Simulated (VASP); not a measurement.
Input of a VASP 6.6.1 run:

INCAR

```
  ALGO = Normal
  EDIFF = 1E-7
  ENCUT = 520
  GGA = PE
  ISIF = 2
  ISMEAR = 0
  LASPH = T
  LCHARG = F
  LREAL = F
  LWAVE = F
  NBANDS = 24
  NELM = 100
  PREC = Accurate
  SIGMA = 0.01
```

KPOINTS

```
k-points
0
Gamma
  6 6 4
```

POSCAR

```
Sr2TeO
1.0
    4.3563053256      0.0000000000      0.0000000000
    0.0000000000      4.3563053256      0.0000000000
    0.0000000000      0.0000000000      6.1723915144
O Sr Te
1 2 1
Direct
    0.0000000000      0.0000000000      0.0000000000
    0.0000000000      0.0000000000      0.5000000000
    0.5000000000      0.5000000000      0.0000000000
    0.5000000000      0.5000000000      0.5000000000
```

Potentials or basis: VASP PAW PBE potentials, release 64 (O, Sr_sv, Te).

Command:

```bash
$ cat potpaw_PBE.64/O/POTCAR potpaw_PBE.64/Sr_sv/POTCAR potpaw_PBE.64/Te/POTCAR > POTCAR
$ mpirun -np 1 vasp_std > vasp.out
```

(1) Estimate the band gap on the k mesh.

(2) Predict the pressure.

## Answers

(1) 1.45 eV.

(2) 0.6 GPa.

Caveat: spin-orbit coupling is left out, which moves the levels of the heavy elements.
